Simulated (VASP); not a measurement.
La3Si2O: single point with PBE

The system is La3Si2O.

```xyz
12
Lattice="7.0783 0.0000 0.0000 -3.5391 6.1300 0.0000 0.0000 0.0000 13.0998" Properties=species:S:1:pos:R:3 pbc="T T T"
La   -1.5718    4.9941    3.2749
La    0.0000    2.2717    3.2749
La    1.5718    4.9941    3.2749
La    5.1109    1.1358    9.8248
La    3.5391    3.8583    9.8248
La    1.9673    1.1358    9.8248
Si    0.0000    0.0000    1.1813
Si    0.0000    0.0000    5.3686
Si    0.0000    0.0000   11.9184
Si    0.0000    0.0000    7.7312
O     0.0000    0.0000    3.2749
O     0.0000    0.0000    9.8248
```

The cell was built from a structure type or drawn by symmetry, and may not be a known phase.

* Program: VASP 6.6.1
* Task: single point
* Functional: PBE
* Potentials or basis: VASP PAW PBE potentials, release 64 (La, Si, O)
* Cutoff: 520 eV
* k mesh: 3 × 3 × 2
* Occupations: gaussian, width 0.1 eV
* Spin: no spin polarisation

The pressure is 0.1 GPa. The largest force is 0.023 eV/Å. The band gap on the k mesh is zero (bands 47 and 48 overlap by 0.50 eV).

Forces on the atoms (eV/Å):
```
La  -0.020  0.011  0.000
La   0.000 -0.023  0.000
La   0.020  0.011  0.000
La   0.020 -0.011  0.000
La   0.000  0.023  0.000
La  -0.020 -0.011  0.000
Si   0.000  0.000 -0.006
Si   0.000  0.000  0.006
Si   0.000  0.000  0.006
Si   0.000  0.000 -0.006
O    0.000  0.000  0.000
O    0.000  0.000  0.000
```

Stress tensor (GPa, compression positive):
```
-0.06  0.00  0.00
 0.00 -0.06  0.00
 0.00  0.00  0.30
```

Levels at points of the mesh, in eV from the Fermi level:
```
           k point  band 43  band 44  band 45  band 46  band 47  band 48  band 49  band 50  band 51  band 52
(0.00, 0.00, 0.00)    -0.69    -0.55    -0.55    -0.41    -0.12    -0.12    -0.11     0.26     0.40     0.40
(0.00, 0.00, 0.50)    -0.41    -0.41    -0.29    -0.29    -0.29    -0.29     0.13     0.13     0.49     0.49
```

Wall time 11 min on 1 thread of Intel(R) Xeon(R) Platinum 8488C (Sapphire Rapids), with other jobs on the host, peak memory 0.69 GiB.

Caveat: spin-orbit coupling is left out, which moves the levels of the heavy elements.
